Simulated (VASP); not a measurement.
The system is GeBr.

```xyz
2
Lattice="3.6910 0.0000 0.0000 0.0000 3.6910 0.0000 0.0000 0.0000 3.6910" Properties=species:S:1:pos:R:3 pbc="T T T"
Ge    1.8455    1.8455    1.8455
Br    0.0000    0.0000    0.0000
```

The cell was built from a structure type or drawn by symmetry, and may not be a known phase.

* Program: VASP 6.6.1
* Task: relaxation of cell and atoms
* Functional: PBE
* Potentials or basis: VASP PAW PBE potentials, release 64 (Ge_d, Br)
* Cutoff: 600 eV
* k mesh: 16 × 16 × 16
* Occupations: gaussian, width 0.1 eV
* Spin: no spin polarisation

At the start: pressure -2.2 GPa; volume 25.14 Å³/atom.

Where does the relaxation end?

Over 4 steps the energy falls by 10.7 meV/atom and the volume is 23.58 Å³/atom (-6.2 %); space group Pm-3m (No. 221, to 0.1 Å) before and after.

Step by step:
```tsv
step	energy change (eV)	largest force (eV/Å)	pressure (GPa)	volume (Å³)
1	0.0000	0.0000	-2.15	50.28
2	-0.0205	0.0000	-0.49	47.87
3	-0.0215	0.0000	-0.09	47.28
4	-0.0215	0.0000	0.03	47.16
```

Final structure:
```
Ge Br
1.0
     3.61281    0.00000    0.00000
     0.00000    3.61281    0.00000
     0.00000    0.00000    3.61281
Ge Br
1 1
Direct
  0.50000 0.50000 0.50000
  0.00000 0.00000 0.00000
```

Caveat: an odd number of electrons without spin polarisation forces a metal; a magnetic or distorted state may lie lower.
